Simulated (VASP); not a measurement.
# B in VASP: a series of runs, part 2 of 2

VASP 6.6.1. Earlier steps stand in the parts before.

### Step 4. Single point, PBE

Input file INCAR:

```
SYSTEM = B
PREC = Accurate
ENCUT = 420
EDIFF = 1E-6
ISMEAR = 0
SIGMA = 0.1
LREAL = .False.
LASPH = .True.
NELM = 120
ALGO = Normal
ISIF = 2
LWAVE = .False.
LCHARG = .False.
LDIPOL = .True.
IDIPOL = 3
DIPOL = 0.5 0.5 0.292
GGA = PE
NBANDS = 10
GGA_COMPAT = .False.
NELMDL = -8
```

Input file KPOINTS:

```
regular mesh
0
Gamma
  32 32 1
  0 0 0
```

Input file POSCAR:

```
B
1.0
    1.7269818711      0.0000000000      0.0000000000
    0.0000000000      1.7269818711      0.0000000000
    0.0000000000      0.0000000000     30.7948007200
B
2
Direct
    0.5000000000      0.5000000000      0.2128689397
    0.5000000000      0.5000000000      0.3716453153
```

Potentials or basis: VASP PAW PBE potentials, release 64 (B).

Launch:

```console
> cat potpaw_PBE.64/B/POTCAR > POTCAR
> mpirun -np 1 vasp_std > vasp.out
```

OUTCAR:

```text
SYSTEM = B
   PREC = Accurate
   ENCUT = 420
   EDIFF = 1E-6
   ISMEAR = 0
   LREAL = .False.
   LASPH = .True.
   NELM = 120
   ISIF = 2
   GGA = PE
   NELMDL = -8

 ion  position               nearest neighbor table
   1  0.500  0.500  0.213-
   2  0.500  0.500  0.372-

  LATTYP: Found a simple tetragonal cell.
 ALAT       =     1.7269818711
 C/A-ratio  =    17.8315715036

  Lattice vectors:

 A1 = (   1.7269818711,   0.0000000000,   0.0000000000)
 A2 = (   0.0000000000,   1.7269818711,   0.0000000000)
 A3 = (   0.0000000000,   0.0000000000,  30.7948007200)

Analysis of symmetry for initial positions (statically):
=====================================================================
 Subroutine PRICEL returns:
 Original cell was already a primitive cell.

 Routine SETGRP: Setting up the symmetry group for a
 simple tetragonal supercell.

 Subroutine GETGRP returns: Found 16 space group operations
 (whereof  8 operations were pure point group operations)
 out of a pool of 16 trial point group operations.

The static configuration has the point symmetry C_4v.
 The point group associated with its full space group is D_4h.

Analysis of symmetry for dynamics (positions and initial velocities):
=====================================================================
 Subroutine PRICEL returns:
 Original cell was already a primitive cell.

 Routine SETGRP: Setting up the symmetry group for a
 simple tetragonal supercell.

 Subroutine GETGRP returns: Found 16 space group operations
 (whereof  8 operations were pure point group operations)
 out of a pool of 16 trial point group operations.

The dynamic configuration has the point symmetry C_4v.
 The point group associated with its full space group is D_4h.

 Subroutine INISYM returns: Found 16 space group operations
 (whereof  8 operations are pure point group operations),
 and found     1 'primitive' translations

----------------------------------------------------------------------------------------
[... 127 lines left out ...]
  volume of cell :       91.84
 maximum number of plane-waves:      1848
 NGX is ok and might be reduce to    12
   NGX =  5   NGY =  5   NGZ =103

 dipolmoment           0.000000      0.000000     -0.000034 electrons x Angstroem

 number of electron       6.0000000 magnetization

 dipolmoment           0.000000      0.000000      0.000000 electrons x Angstroem

 Free energy of the ion-electron system (eV)
  ---------------------------------------------------
  ext. energy  EPLUGINS =         0.00000000
  ---------------------------------------------------
  free energy    TOTEN  =       -10.11795427 eV

  energy without entropy =      -10.11389420  energy(sigma->0) =      -10.11592423

 E-fermi :  -3.0009     XC(G=0):  -2.6776

 val. band max:       -3.0124131889   @ k =   0.4375   0.1562   0.0000
 cond. band min:      -2.9721265366   @ k =   0.5000   0.3750   0.0000
 fundamental gap:      0.0402866523
 Fermi energy:        -3.0008648976

 k-point     1 :       0.0000    0.0000    0.0000
  band No.  band energies     occupation
      1     -16.9219      2.00000
      2     -16.9069      2.00000
      3      -8.1791      2.00000
      4      -7.9886      2.00000
      5       0.5509      0.00000
      6       1.1805      0.00000
      7       1.8167      0.00000
      8       2.1143      0.00000
      9       2.2524      0.00000
     10       2.9947      0.00000
[... 287 lines left out ...]
 k-point    24 :       0.2188    0.0312    0.0000
  band No.  band energies     occupation
      1     -15.1916      2.00000
      2     -15.1794      2.00000
      3      -5.8782      2.00000
      4      -5.6978      2.00000
      5       2.6760      0.00000
      6       3.4472      0.00000
      7       4.2322      0.00000
      8       4.5164      0.00000
      9       4.6461      0.00000
     10       5.4309      0.00000

 [... further k-points ...]

------------------------ aborting loop because EDIFF is reached ----------------------------------------

 vacuum level on the upper side and lower side of the slab       (xc-potential included)        -0.014        -0.014

  FORCE on cell =-STRESS in cart. coord.  units (eV):
  Direction    XX          YY          ZZ          XY          YZ          ZX
  --------------------------------------------------------------------------------------
  -------------------------------------------------------------------------------------
  Total        0.9967882      0.9967882     -0.0061138      0.0000000      0.0000000      0.0000000
  in kB       17.3884364     17.3884364     -0.1066522      0.0000000      0.0000000      0.0000000
  external PRESSURE =      11.5567402 kB  Pullay stress =       0.0000000 kB

 VOLUME and BASIS-vectors are now :
 -----------------------------------------------------------------------------
  energy-cutoff  :      420.00
  volume of cell :       91.84
      direct lattice vectors                 reciprocal lattice vectors
     1.726981871  0.000000000  0.000000000     0.579044874  0.000000000  0.000000000
     0.000000000  1.726981871  0.000000000     0.000000000  0.579044874  0.000000000
     0.000000000  0.000000000 30.794800720     0.000000000  0.000000000  0.032473014

 POSITION                                       TOTAL-FORCE (eV/Angst)
 -----------------------------------------------------------------------------------
      0.86349      0.86349      6.55526         0.000000     -0.000000      0.000494
      0.86349      0.86349     11.44474         0.000000      0.000000     -0.000494
 -----------------------------------------------------------------------------------
    total drift:                               -0.000000     -0.000000      0.000011

  FREE ENERGIE OF THE ION-ELECTRON SYSTEM (eV)
  ---------------------------------------------------
  free  energy   TOTEN  =       -10.1179542674 eV

  energy  without entropy=      -10.1138941985  energy(sigma->0) =      -10.11592423

 vacuum level on the upper side and lower side of the slab         1.796         1.797
```

OSZICAR:

```text
N       E                     dE             d eps       ncg     rms          rms(c)
DAV:   1     0.186006800593E+02    0.18601E+02   -0.26909E+03  3156   0.384E+02
DAV:   2    -0.100846472531E+02   -0.28685E+02   -0.24735E+02  4416   0.822E+01
DAV:   3    -0.108504393935E+02   -0.76579E+00   -0.74578E+00  4270   0.158E+01
[... 15 lines left out ...]
DAV:  19    -0.101179446555E+02   -0.31446E-04   -0.34233E-06  3884   0.553E-03    0.709E-04
DAV:  20    -0.101179503065E+02   -0.56510E-05   -0.11659E-07  3920   0.147E-03    0.385E-04
DAV:  21    -0.101179529347E+02   -0.26283E-05   -0.41932E-08  3598   0.781E-04    0.153E-04
DAV:  22    -0.101179541615E+02   -0.12267E-05   -0.17756E-08  3428   0.542E-04    0.870E-05
DAV:  23    -0.101179542674E+02   -0.10594E-06   -0.27181E-09  3576   0.215E-04
   1 F= -.10117954E+02 E0= -.10115924E+02  d E =-.406007E-02
```

stdout:

```text
POSCAR found type information on POSCAR B
 POSCAR found :  1 types and       2 ions
 scaLAPACK will be used
 LDA part: xc-table for (Slater+PW92), standard interpolation
 POSCAR, INCAR and KPOINTS ok, starting setup
 FFT: planning ... GRIDC
 FFT: planning ... GRID_SOFT
 FFT: planning ... GRID
 WAVECAR not read
 entering main loop
```

Wall time 2.7 min (1 thread of Intel Xeon 8259CL, shared host); peak memory 0.23 GiB.

Results:

- Free energy: -10.1180 eV
- Band gap on the k mesh: zero (band 3 reaches 0.59 eV, above the bottom of band 4 at -7.99 eV)

### Step 5. Overview

```tsv
cell	k mesh	gap on the mesh (eV)
a = 1.727, b = 1.727, c = 30.795 Å, 2 atoms	10 × 10 × 1	none
a = 1.752, b = 1.752, c = 33.579 Å, 2 atoms	32 × 32 × 1	none
a = 1.727, b = 1.727, c = 30.795 Å, 2 atoms	32 × 32 × 1	none
```

Alike in all rows: task single point; level PBE; potentials or basis VASP PAW PBE potentials, release 64 (B); no spin polarisation; cutoff (eV) 420; smearing gaussian 0.1 eV.

Caveats: some runs use coarse meshes.

Absolute energies hang on the potentials; compare differences alone.
